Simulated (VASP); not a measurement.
Write the native input for VASP 6.6.1 that does the following.

| Property | Result |
| --- | --- |
| Task | single point |
| Functional | PBE |
| Potentials or basis | VASP PAW PBE potentials, release 64 (Sb_d_GW, Mn_sv) |
| Cutoff | 680 eV |
| k mesh | 6 × 6 × 4 |
| Occupations | fermi-dirac, width 0.05 eV |
| Spin | collinear spin, ferromagnetic start |
| Starting moments | [0.0, 0.0, 2.0, 2.0] μB |
| Fixed moment | 4 μB |
| Dipole correction | no |
| Further INCAR settings | ALGO = Normal; EDIFF = 1e-06; NBANDS = 42 |

The structure of MnSb lies in POSCAR:

```
MnSb
1.0
    4.1500000000      0.0000000000      0.0000000000
   -2.0750000000      3.5940054257      0.0000000000
    0.0000000000      0.0000000000      5.7800000000
Sb Mn
2 2
Direct
    0.6666666667      0.3333333333      0.7500000000
    0.3333333333      0.6666666667      0.2500000000
    0.0000000000      0.0000000000      0.5000000000
    0.0000000000      0.0000000000      0.0000000000
```

The input as run:

INCAR

```
SYSTEM = MnSb
ALGO = Normal
EDIFF = 1E-6
ENCUT = 680
GGA = PE
GGA_COMPAT = .False.
ISIF = 2
ISMEAR = -1
ISPIN = 2
LASPH = .True.
LCHARG = .False.
LMAXMIX = 4
LORBIT = 11
LREAL = .False.
LWAVE = .False.
MAGMOM = 0 0 2 2
NBANDS = 42
NELM = 200
NUPDOWN = 4.0
PREC = Accurate
SIGMA = 0.05
```

KPOINTS

```
k-points
0
Gamma
  6 6 4
  0 0 0
```

Potentials or basis: VASP PAW PBE potentials, release 64 (Sb_d_GW, Mn_sv).

Run with:

```sh
$ cat potpaw_PBE.64/Sb_d_GW/POTCAR potpaw_PBE.64/Mn_sv/POTCAR > POTCAR
$ mpirun -np 1 vasp_std > vasp.out
```

It gave:

```yaml
Pressure: -11.6 GPa
Net_moment: 4.00 μB per cell
Site_moments: Sb -0.20; Mn +2.15 μB
Valence_electrons_inside_the_program's_atomic_spheres: Sb 12.72; Mn 12.91
```

Caveat: the cell stands under tension; the total moment is fixed, so each spin has its own Fermi level and the state may be an excited one; the run started ferromagnetic, and an antiferromagnetic order may lie lower in energy.

Run time: 4.8 min on 1 thread of Intel(R) Xeon(R) Platinum 8375C CPU @ 2.90GHz (Ice Lake), on a shared host, peak memory 0.4 GiB.
